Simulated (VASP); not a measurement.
Write the native input for VASP 6.6.1 that does the following.

```yaml
Task: single point
Functional: LDA
Potentials_or_basis: VASP PAW LDA potentials, release 64 (Ta_pv)
Cutoff: 520 eV
k_mesh: 9 × 9 × 13
Occupations: fermi-dirac, width 0.1 eV
Spin: no spin polarisation
Dipole_correction: no
Further_INCAR_settings: ALGO = Normal; EDIFF = 1e-06; NBANDS = 24
```

The structure of Ta lies in POSCAR:

```
Ta
1.0
    4.8287143178      0.0000000000      0.0000000000
   -2.4143571589      4.1817892669      0.0000000000
    0.0000000000      0.0000000000      2.7090466297
Ta
3
Direct
    1.0000000000      1.0000000000      0.0000000000
    0.3333333333      0.6666666667      0.5000000000
    0.6666666667      0.3333333333      0.5000000000
```

This isn't the form of Ta at room conditions, which is bcc.

One way to write it, as run:

INCAR

```
  PREC = Accurate
  ENCUT = 520
  EDIFF = 1E-6
  ISMEAR = -1
  SIGMA = 0.1
  LREAL = F
  LASPH = T
  NELM = 80
  ALGO = Normal
  ISIF = 2
  LWAVE = F
  LCHARG = F
  NBANDS = 24
```

KPOINTS

```
regular mesh
0
Gamma
  9 9 13
```

Potentials or basis: VASP PAW LDA potentials, release 64 (Ta_pv).

Command:

```console
$ cat potpaw_LDA.64/Ta_pv/POTCAR > POTCAR
$ mpirun -np 1 vasp_std > vasp.out
```

It gave:

```yaml
Pressure: -6.8 GPa
Band_gap_on_the_k_mesh: zero (an odd number of electrons rules out a gap without spin polarisation)
```

Caveat: the cell stands under tension; spin-orbit coupling is left out, which moves the levels of the heavy elements.

Wall time 2.4 min on 1 thread of AMD EPYC 7R13 (shared host), peak memory 0.18 GiB.
